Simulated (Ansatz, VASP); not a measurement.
## LiH in VASP and in Ansatz

The input INCAR:

```
PREC = Accurate
ENCUT = 520
EDIFF = 1E-8
ISMEAR = -1
SIGMA = 0.03
LREAL = False
LASPH = True
NELM = 80
ALGO = Normal
ISIF = 2
LWAVE = False
LCHARG = False
GGA = CA
LEFG = True
NBANDS = 9
```

Contents of KPOINTS:

```
Automatic mesh
0
Gamma
  11 11 11
```

The input POSCAR:

```
LiH
1.0
    0.0000000000      1.9910087660      1.9910087660
    1.9910087660      0.0000000000      1.9910087660
    1.9910087660      1.9910087660      0.0000000000
Li H
1 1
Direct
    0.0000000000      0.0000000000      0.0000000000
    0.5000000000      0.5000000000      0.5000000000
```

Input for Ansatz:

```yaml
crystal:
  lattice:
    - [0.0, 1.991008766, 1.991008766]
    - [1.991008766, 0.0, 1.991008766]
    - [1.991008766, 1.991008766, 0.0]
  atoms:
    - { symbol: Li, position: [0.0, 0.0, 0.0] }
    - { symbol: H, position: [0.5, 0.5, 0.5] }
kpoints:
  mp_grid: { grid: [11, 11, 11] }
scf:
  occupations: { method: fermi_dirac, width: 0.03 }
hamiltonian:
  xc: lda
  pseudopotentials: { kind: all_electron, datasets: crystal }
output:
  forces: true
  stress: true
  eigenvalues: true
  efg: { contact_densities: true }
```

Change from the starting cell: volume scaled by 0.94, crystal datasets.

Alike in both runs: task electric field gradients; functional LDA; k mesh 11 × 11 × 11; occupations fermi-dirac, width 0.03 eV; no spin polarisation.

|  | VASP | Ansatz |
| --- | --- | --- |
| version | VASP 6.6.1 | Ansatz 0.2.0 |
| potentials or method | VASP PAW LDA potentials, release 64 (Li_sv, H), cutoff 520 eV | all-electron PAW with datasets made for the crystal, scalar-relativistic |

```tsv
	VASP	Ansatz	Ansatz less VASP
gap on the k mesh at the Fermi level (eV)	2.79	2.80	+0.010
```

LDA's correlation is that of Perdew and Zunger in VASP and of Perdew and Wang (1992) in Ansatz. Ansatz ran all-electron here, and VASP with PAW potentials.

Noted on VASP's run: the cutoff is short for stress, so the pressure is rough.
